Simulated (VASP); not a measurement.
**In2O3: single point with LDA**

In2O3:

```
In O
1.0
     2.62166    1.51361    4.79072
    -2.62166    1.51361    4.79072
     0.00000   -3.02723    4.79072
In O
4 6
Direct
  0.35768 0.35768 0.35768
  0.14232 0.14232 0.14232
  0.64232 0.64232 0.64232
  0.85768 0.85768 0.85768
  0.54553 0.95447 0.25000
  0.25000 0.54553 0.95447
  0.95447 0.25000 0.54553
  0.45447 0.04553 0.75000
  0.75000 0.45447 0.04553
  0.04553 0.75000 0.45447
```

This cell differs from its parent crystal: strain -0.040 along x and y, +0.000 along z.

| Item | Value |
| --- | --- |
| Program | VASP 6.6.1 |
| Task | single point |
| Functional | LDA |
| Potentials or basis | VASP PAW LDA potentials, release 64 (In_d, O) |
| Cutoff | 520 eV |
| k mesh | 6 × 6 × 6 |
| Occupations | gaussian, width 0.05 eV |
| Spin | no spin polarisation |

```json
{
 "Pressure": "20.6 GPa",
 "Largest force": "0.271 eV/Å",
 "Band gap on the k mesh": "1.78 eV"
}
```

Forces in eV/Å, atoms in the order of the input:
```
In   0.000  0.000 -0.271
In   0.000  0.000  0.271
In   0.000  0.000  0.271
In   0.000  0.000 -0.271
O   -0.179  0.000  0.000
O    0.089 -0.155  0.000
O    0.089  0.155  0.000
O    0.179  0.000  0.000
O   -0.089  0.155  0.000
O   -0.089 -0.155  0.000
```

Stress tensor (GPa, compression positive):
```
24.35  0.00  0.00
 0.00 24.35  0.00
 0.00  0.00 13.07
```

Levels at points of the mesh, in eV from the valence-band top:
```tsv
k point	band 42	band 43	band 44	band 45	band 46	band 47
(0.00, 0.00, 0.00)	-0.49	0.00	0.00	1.78	5.76	6.86
(0.50, 0.00, 0.00)	-0.94	-0.22	-0.22	5.49	5.49	6.36
(0.50, 0.50, 0.00)	-0.50	-0.21	-0.16	5.77	6.09	7.12
(0.50, 0.50, 0.50)	-0.25	-0.25	-0.25	4.86	4.86	7.97
```

Run time: 5.5 min on 1 thread of Intel(R) Xeon(R) Platinum 8488C (Sapphire Rapids), on a shared host, peak memory 0.3 GiB.

Caveat: the cell differs from its parent crystal (strain -0.040 along x and y, +0.000 along z); the stress differs along the axes, from 13 to 24 GPa; spin-orbit coupling is left out, which moves the levels of the heavy elements.
